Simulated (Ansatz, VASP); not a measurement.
MgO in VASP and in Ansatz

File INCAR:

```
  PREC = Accurate
  ENCUT = 520
  EDIFF = 1E-7
  ISMEAR = 0
  SIGMA = 0.01
  LREAL = False
  LASPH = True
  NELM = 100
  ALGO = Normal
  ISIF = 2
  LWAVE = False
  LCHARG = False
  GGA = PE
  NBANDS = 16
```

Contents of KPOINTS:

```
regular mesh
0
Gamma
  9 9 6
```

Contents of POSCAR:

```
MgO
1.0
    3.4487312647      0.0000000000      0.0000000000
   -1.7243656324      2.9866888860      0.0000000000
    0.0000000000      0.0000000000      4.1520670401
Mg O
2 2
Direct
    0.3333333333      0.6666666667      0.2500000000
    0.6666666667      0.3333333333      0.7500000000
    0.6666666667      0.3333333333      0.2500000000
    0.3333333333      0.6666666667      0.7500000000
```

Input for Ansatz:

```yaml
crystal:
  lattice:
    - [3.4487312647, 0.0, 0.0]
    - [-1.7243656324, 2.986688886, 0.0]
    - [0.0, 0.0, 4.1520670401]
  atoms:
    - { symbol: Mg, position: [0.3333333333, 0.6666666667, 0.25] }
    - { symbol: Mg, position: [0.6666666667, 0.3333333333, 0.75] }
    - { symbol: O, position: [0.6666666667, 0.3333333333, 0.25] }
    - { symbol: O, position: [0.3333333333, 0.6666666667, 0.75] }
kpoints:
  mp_grid: { grid: [9, 9, 6] }
hamiltonian:
  xc: pbe
scf:
  occupations: { method: fixed }
  n_extra_bands: 5
output:
  forces: true
  stress: true
  eigenvalues: true
```

Alike in both runs: task single point; functional PBE; k mesh 9 × 9 × 6; no spin polarisation.

|  | VASP | Ansatz |
| --- | --- | --- |
| version | VASP 6.6.1 | Ansatz 0.2.0 |
| potentials or method | VASP PAW PBE potentials, release 64 (Mg, O) | plane waves, PAW |
| plane-wave cutoff (eV) | 520 | 420 |
| occupations | gaussian, width 0.01 eV | fixed |
| valence electrons in the cell | 16 | 32 |

```tsv
	VASP	Ansatz	Ansatz less VASP
gap on the k mesh at the Fermi level (eV)	3.58	3.59	+0.017
pressure (GPa)	8.2	8.7	+0.47
traceless stress, the component that is largest in VASP (GPa)	0.18	0.29	+0.113
```

VASP's potentials hold 16 valence electrons a cell and Ansatz's 32, so a difference there can come from the potentials and not from the codes.
